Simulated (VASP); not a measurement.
# Te2Mo (P6_3/mmc) in VASP: single point with PBE

Aim: the single point of Te2Mo with PBE.

Program: VASP 6.6.1. These are calculated values, not measurements. Logs are shortened: lines on timing, memory, paths and dates and some standing lists are left out, and cuts for length are marked.

## (1) The cell of the first run

The structure is hexagonal, space group P6_3/mmc (No. 194). Conventional cell: a = 3.557 Å, b = 3.557 Å, c = 15.331 Å, α = 90.00°, β = 90.00°, γ = 120.00°. Te (site symmetry 3m) has 3 Mo at 2.74 Å and 6 Te at 3.56 Å within 3.6 Å. Mo (site symmetry -6m2) has 6 Te at 2.74 Å and 6 Mo at 3.56 Å within 3.6 Å.

## (2) Single point, PBE

File INCAR:

```
SYSTEM = Te2Mo
PREC = Accurate ; ENCUT = 520
EDIFF = 1E-7 ; ISMEAR = 0
SIGMA = 0.02 ; LREAL = .FALSE.
LASPH = .TRUE. ; NELM = 60
ALGO = Normal ; ISIF = 2
LWAVE = .FALSE. ; LCHARG = .FALSE.
GGA = PE ; NBANDS = 35
```

File KPOINTS:

```
Automatic mesh
0
G
  12 12 2
  0 0 0
```

File POSCAR:

```
Te2Mo
1.0
    3.5566644431      0.0000000000      0.0000000000
   -1.7783322216      3.0801617604      0.0000000000
    0.0000000000      0.0000000000     15.3314096461
Te Mo
4 2
Direct
    0.3333333333      0.6666666667      0.6320686744
    0.6666666667      0.3333333333      0.1320686744
    0.6666666667      0.3333333333      0.3679313256
    0.3333333333      0.6666666667      0.8679313256
    0.3333333333      0.6666666667      0.2500000000
    0.6666666667      0.3333333333      0.7500000000
```

Potentials or basis: VASP PAW PBE potentials, release 64 (Te, Mo_sv).

Command:

```bash
> cat potpaw_PBE.64/Te/POTCAR potpaw_PBE.64/Mo_sv/POTCAR > POTCAR
> mpirun -np 1 vasp_std > vasp.out
```

OUTCAR:

```text
SYSTEM = Te2Mo
   PREC = Accurate
   ENCUT = 520
   EDIFF = 1E-7
   ISMEAR = 0
   LREAL = .FALSE.
   LASPH = .TRUE.
   NELM = 60
   ISIF = 2
   GGA = PE

 ion  position               nearest neighbor table
   1  0.333  0.667  0.632-   6 2.74   6 2.74   6 2.74   4 3.62
   2  0.667  0.333  0.132-   5 2.74   5 2.74   5 2.74   3 3.62
   3  0.667  0.333  0.368-   5 2.74   5 2.74   5 2.74   2 3.62
   4  0.333  0.667  0.868-   6 2.74   6 2.74   6 2.74   1 3.62
   5  0.333  0.667  0.250-   2 2.74   3 2.74   2 2.74   3 2.74   2 2.74   3 2.74
   6  0.667  0.333  0.750-   1 2.74   4 2.74   1 2.74   4 2.74   1 2.74   4 2.74

  LATTYP: Found a hexagonal cell.
 ALAT       =     3.5566644431
 C/A-ratio  =     4.3106145917

  Lattice vectors:

 A1 = (   3.5566644431,   0.0000000000,   0.0000000000)
 A2 = (  -1.7783322216,   3.0801617604,   0.0000000000)
 A3 = (   0.0000000000,   0.0000000000,  15.3314096461)

Analysis of symmetry for initial positions (statically):
=====================================================================
 Subroutine PRICEL returns:
 Original cell was already a primitive cell.

 Routine SETGRP: Setting up the symmetry group for a
 hexagonal supercell.

 Subroutine GETGRP returns: Found 24 space group operations
 (whereof 12 operations were pure point group operations)
 out of a pool of 24 trial point group operations.

The static configuration has the point symmetry D_3d.
 The point group associated with its full space group is D_6h.

Analysis of symmetry for dynamics (positions and initial velocities):
=====================================================================
 Subroutine PRICEL returns:
 Original cell was already a primitive cell.

 Routine SETGRP: Setting up the symmetry group for a
 hexagonal supercell.

 Subroutine GETGRP returns: Found 24 space group operations
 (whereof 12 operations were pure point group operations)
 out of a pool of 24 trial point group operations.

The dynamic configuration has the point symmetry D_3d.
 The point group associated with its full space group is D_6h.

 Subroutine INISYM returns: Found 24 space group operations
 (whereof 12 operations are pure point group operations),
 and found     1 'primitive' translations

----------------------------------------------------------------------------------------

                                     Primitive cell

  volume of cell :     167.9572

  direct lattice vectors                    reciprocal lattice vectors
     3.556664443  0.000000000  0.000000000     0.281162313  0.162329137  0.000000000
    -1.778332222  3.080161760  0.000000000     0.000000000  0.324658274  0.000000000
     0.000000000  0.000000000 15.331409646     0.000000000  0.000000000  0.065225574

  length of vectors
     3.556664443  3.556664443 15.331409646     0.324658274  0.324658274  0.065225574

  position of ions in fractional coordinates (direct lattice)
     0.333333333  0.666666667  0.632068674
     0.666666667  0.333333333  0.132068674
     0.666666667  0.333333333  0.367931326
     0.333333333  0.666666667  0.867931326
     0.333333333  0.666666667  0.250000000
     0.666666667  0.333333333  0.750000000

  ion indices of the primitive-cell ions
   primitive index   ion index
                 1           1
                 2           2
                 3           3
                 4           4
                 5           5
                 6           6

----------------------------------------------------------------------------------------

 KPOINTS: Automatic mesh

Automatic generation of k-mesh.
 Grid dimensions read from file:
 generate k-points for:   12   12    2

 Generating k-lattice:

  Cartesian coordinates                     Fractional coordinates (reciprocal lattice)
     0.023430193  0.013527428  0.000000000     0.083333333  0.000000000  0.000000000
     0.000000000  0.027054856  0.000000000     0.000000000  0.083333333  0.000000000
     0.000000000  0.000000000  0.032612787     0.000000000  0.000000000  0.500000000

  Length of vectors
     0.027054856  0.027054856  0.032612787

  Shift w.r.t. Gamma in fractional coordinates (k-lattice)
     0.000000000  0.000000000  0.000000000

 Subroutine IBZKPT returns following result:
 ===========================================

 Found     38 irreducible k-points:

 Following reciprocal coordinates:
            Coordinates               Weight
  0.000000  0.000000  0.000000      1.000000
  0.083333  0.000000  0.000000      6.000000
  0.166667  0.000000  0.000000      6.000000
  0.250000  0.000000  0.000000      6.000000
  0.333333  0.000000  0.000000      6.000000
  0.416667  0.000000  0.000000      6.000000
[... 16 lines left out ...]
  0.250000  0.000000  0.500000      6.000000
  0.333333  0.000000  0.500000      6.000000
 [... further k-points ...]
   k-points           NKPTS =     38   k-points in BZ     NKDIM =     38   number of bands    NBANDS=     35
   number of dos      NEDOS =    301   number of ions     NIONS =      6
   total plane-waves  NPLWV =  94080
   dimension x,y,z NGX =    28 NGY =   28 NGZ =  120
   dimension x,y,z NGXF=    56 NGYF=   56 NGZF=  240
   ions per type =               4   2
   NGX,Y,Z   is equivalent  to a cutoff of  13.09, 13.09, 13.01 a.u.
   NGXF,Y,Z  is equivalent  to a cutoff of  26.18, 26.18, 26.02 a.u.
 SYSTEM =  Te2Mo
   PREC   = accura    normal or accurate (medium, high low for compatibility)
   ISTART =      0    job   : 0-new  1-cont  2-samecut
   ICHARG =      2    charge: 1-file 2-atom 10-const
   ISPIN  =      1    spin polarized calculation?
   LNONCOLLINEAR =      F non collinear calculations
   LSORBIT =      F    spin-orbit coupling
   LASPH  =      T    aspherical Exc in radial PAW
   ENCUT  =  520.0 eV  38.22 Ry    6.18 a.u.   6.61  6.61 28.51*2*pi/ulx,y,z
   NELM   =     60;   NELMIN=  2; NELMDL= -5     # of ELM steps
   EDIFF  = 0.1E-06   stopping-criterion for ELM
   LREAL  =      F    real-space projection
   EDIFFG = 0.1E-05   stopping-criterion for IOM
   NSW    =      0    number of steps for IOM
   IBRION =     -1    ionic relax: 0-MD 1-quasi-New 2-CG
   NFREE  =      0    steps in history (QN), initial steepest desc. (CG)
   ISIF   =      2    stress and relaxation
   ISYM   =      2    0-nonsym 1-usesym 2-fastsym
   POTIM  = 0.5000    time-step for ionic-motion
   TEBEG  =    0.0;   TEEND  =   0.0 temperature during run
   PSTRESS=    0.0 pullay stress
   NELECT =      52.0000    total number of electrons
   NUPDOWN=      -1.0000    fix difference up-down
   EMIN   =  10.00;   EMAX   =-10.00  energy-range for DOS
   EFERMI =   0.00;   METHOD = LEGACY
   ISMEAR =     0;   SIGMA  =   0.02  broadening in eV -4-tet -1-fermi 0-gaus
   EFERMI_NEDOS =   21; number of points for ismear=-14 and -15
   IALGO  =     38    algorithm
   IMIX   =      4    mixing-type and parameters
     AMIX     =   0.40;   BMIX     =  1.00
     AMIX_MAG =   1.60;   BMIX_MAG =  1.00
  volume/ion in A,a.u.               =      27.99       188.91
  Fermi-wavevector in a.u.,A,eV,Ry     =   1.107498  2.092869 16.688263  1.226553
  Thomas-Fermi vector in A             =   2.244013
   LORBIT       =      0    0 simple, 1 ext, 2 COOP (PROOUT), +10 PAW based schemes
   GGA     = PE    functional components
   LHFCALC =     F    Hartree Fock is set to
   AEXX    =    0.0000 exact exchange contribution
   IVDW    =     0    specifies the selected vdW correction
   LEPSILON=     F    determine dielectric tensor
   LRPA    =     F    only Hartree local field effects (RPA)
 non-spin polarized calculation
 Gauss-broadening in eV      SIGMA  =   0.02
  energy-cutoff  :      520.00
  volume of cell :      167.96
 maximum number of plane-waves:      4581
 NGX is ok and might be reduce to    28
   NGX = 13   NGY = 13   NGZ = 57

 number of electron      52.0000000 magnetization

 Free energy of the ion-electron system (eV)
  ---------------------------------------------------
  ext. energy  EPLUGINS =         0.00000000
  ---------------------------------------------------
  free energy    TOTEN  =       -36.07543219 eV

  energy without entropy =      -36.07543219  energy(sigma->0) =      -36.07543219

 E-fermi :   6.8918     XC(G=0):  -9.7284

 val. band max:        6.6319123448   @ k =   0.3333   0.3333   0.0000
 cond. band min:       7.6520634972   @ k =   0.2500   0.1667   0.0000
 fundamental gap:      1.0201511525
 Fermi energy:         6.8918044298

 k-point     1 :       0.0000    0.0000    0.0000
  band No.  band energies     occupation
      1     -54.0994      2.00000
      2     -54.0994      2.00000
      3     -28.2442      2.00000
      4     -28.2442      2.00000
      5     -28.1419      2.00000
      6     -28.1419      2.00000
[... 27 lines left out ...]
     34       9.9389      0.00000
     35      11.7477      0.00000

 k-point     2 :       0.0833    0.0000    0.0000
  band No.  band energies     occupation
      1     -54.0988      2.00000
      2     -54.0988      2.00000
      3     -28.2425      2.00000
      4     -28.2425      2.00000
      5     -28.1497      2.00000
      6     -28.1497      2.00000
[... 27 lines left out ...]
     34       9.7440      0.00000
     35      12.0847      0.00000

 k-point     3 :       0.1667    0.0000    0.0000
  band No.  band energies     occupation
      1     -54.0973      2.00000
      2     -54.0973      2.00000
      3     -28.2379      2.00000
      4     -28.2379      2.00000
      5     -28.1707      2.00000
      6     -28.1707      2.00000
[... 27 lines left out ...]
     34       9.9417      0.00000
     35      12.3640      0.00000

 k-point     4 :       0.2500    0.0000    0.0000
  band No.  band energies     occupation
      1     -54.0952      2.00000
      2     -54.0952      2.00000
      3     -28.2316      2.00000
      4     -28.2316      2.00000
      5     -28.1992      2.00000
      6     -28.1992      2.00000
[... 27 lines left out ...]
     34      10.1310      0.00000
     35      12.4536      0.00000

 k-point     5 :       0.3333    0.0000    0.0000
  band No.  band energies     occupation
      1     -54.0931      2.00000
      2     -54.0931      2.00000
      3     -28.2276      2.00000
      4     -28.2276      2.00000
      5     -28.2253      2.00000
      6     -28.2253      2.00000
[... 638 lines left out ...]
 k-point    22 :       0.1667    0.0000    0.5000
  band No.  band energies     occupation
      1     -54.0973      2.00000
      2     -54.0973      2.00000
      3     -28.2379      2.00000
      4     -28.2379      2.00000
      5     -28.1707      2.00000
      6     -28.1707      2.00000
[... 27 lines left out ...]
     34       9.8936      0.00000
     35      12.9540      0.00000

 k-point    23 :       0.2500    0.0000    0.5000
  band No.  band energies     occupation
      1     -54.0952      2.00000
      2     -54.0952      2.00000
      3     -28.2316      2.00000
      4     -28.2316      2.00000
      5     -28.1992      2.00000
      6     -28.1992      2.00000
[... 27 lines left out ...]
     34      10.0588      0.00000
     35      12.8364      0.00000

 k-point    24 :       0.3333    0.0000    0.5000
  band No.  band energies     occupation
      1     -54.0931      2.00000
      2     -54.0931      2.00000
      3     -28.2276      2.00000
      4     -28.2276      2.00000
      5     -28.2253      2.00000
      6     -28.2253      2.00000
[... 27 lines left out ...]
     34      10.1619      0.00000
     35      12.0652      0.00000

 [... further k-points ...]
[... 5 lines left out ...]
  --------------------------------------------------------------------------------------
  -------------------------------------------------------------------------------------
  Total       -0.0144093     -0.0144093      0.0786727      0.0000000     -0.0000000      0.0000000
  in kB       -0.1374531     -0.1374531      0.7504746      0.0000000     -0.0000000      0.0000000
  external PRESSURE =       0.1585228 kB  Pullay stress =       0.0000000 kB

 VOLUME and BASIS-vectors are now :
 -----------------------------------------------------------------------------
  energy-cutoff  :      520.00
  volume of cell :      167.96
      direct lattice vectors                 reciprocal lattice vectors
     3.556664443  0.000000000  0.000000000     0.281162313  0.162329137  0.000000000
    -1.778332222  3.080161760  0.000000000     0.000000000  0.324658274  0.000000000
     0.000000000  0.000000000 15.331409646     0.000000000  0.000000000  0.065225574

 POSITION                                       TOTAL-FORCE (eV/Angst)
 -----------------------------------------------------------------------------------
     -0.00000      2.05344      9.69050        -0.000000      0.000000     -0.012972
      1.77833      1.02672      2.02480        -0.000000      0.000000     -0.012972
      1.77833      1.02672      5.64091        -0.000000      0.000000      0.012972
     -0.00000      2.05344     13.30661        -0.000000     -0.000000      0.012972
     -0.00000      2.05344      3.83285         0.000000      0.000000      0.000000
      1.77833      1.02672     11.49856         0.000000     -0.000000      0.000000
 -----------------------------------------------------------------------------------
    total drift:                                0.000000     -0.000000      0.000000

  FREE ENERGIE OF THE ION-ELECTRON SYSTEM (eV)
  ---------------------------------------------------
  free  energy   TOTEN  =       -36.0754321880 eV

  energy  without entropy=      -36.0754321880  energy(sigma->0) =      -36.07543219
```

Wall time 3.9 min (1 thread of Intel Xeon Platinum 8375C at 2.90GHz (Ice Lake), shared host); peak memory 0.42 GiB.

What came out:

| Item | Value |
| --- | --- |
| Free energy | -36.0754 eV |
| Pressure | 0.0 GPa |
| Largest force | 0.013 eV/Å |
| Band gap on the k mesh | 1.02 eV, indirect (least direct gap 1.03 eV) |

Forces on the atoms (eV/Å):
```
Te   0.000  0.000 -0.013
Te   0.000  0.000 -0.013
Te   0.000  0.000  0.013
Te   0.000  0.000  0.013
Mo   0.000  0.000  0.000
Mo   0.000  0.000  0.000
```

Levels at points of the mesh, in eV from the valence-band top:
```
           k point  band 22  band 23  band 24  band 25  band 26  band 27  band 28  band 29  band 30  band 31
(0.00, 0.00, 0.00)    -0.92    -0.91    -0.91    -0.76    -0.13     2.98     2.98     3.02     3.02     3.23
(0.50, 0.00, 0.00)    -1.65    -0.78    -0.78    -0.40    -0.32     1.34     1.36     1.60     1.76     2.83
(0.00, 0.00, 0.50)    -0.92    -0.92    -0.92    -0.28    -0.28     2.99     2.99     2.99     2.99     3.27
(0.50, 0.00, 0.50)    -1.67    -0.78    -0.78    -0.36    -0.36     1.35     1.35     1.68     1.68     3.12
```

Caveat: spin-orbit coupling is left out, which moves the levels of the heavy elements; this functional lacks dispersion, which binds the layers, so the pressure and a relaxed spacing across them are unreliable.
